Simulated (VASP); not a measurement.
Crystal: Hf.

```xyz
2
Lattice="3.1924 0.0000 0.0000 -1.5962 2.7647 0.0000 0.0000 0.0000 5.0450" Properties=species:S:1:pos:R:3 pbc="T T T"
Hf    0.0000    1.8431    1.2613
Hf    1.5962    0.9216    3.7838
```

Base run:

```yaml
Program: VASP 6.6.1
Functional: PBE
Potentials_or_basis: VASP PAW PBE potentials, release 64 (Hf_pv)
Cutoff: 520 eV
k_mesh: 12 × 12 × 7
Occupations: fermi-dirac, width 0.05 eV
Spin: no spin polarisation
```

Its results: band gap on the k mesh zero (band 10 reaches 6.13 eV, above the bottom of band 11 at 4.64 eV); pressure 0.9 GPa.

Q: The run is repeated on the same cell with these changes: functional from PBE to PBEsol. What comes out?

A: Band gap on the k mesh zero (band 10 reaches 5.96 eV, above the bottom of band 11 at 4.49 eV); pressure -3.6 GPa.

PBEsol binds more tightly than PBE, so the same cell stands under less pressure.

Caveats: spin-orbit coupling is left out, which moves the levels of the heavy elements; the PAW data sets were made with another functional, which shifts forces and pressure a little (some runs).
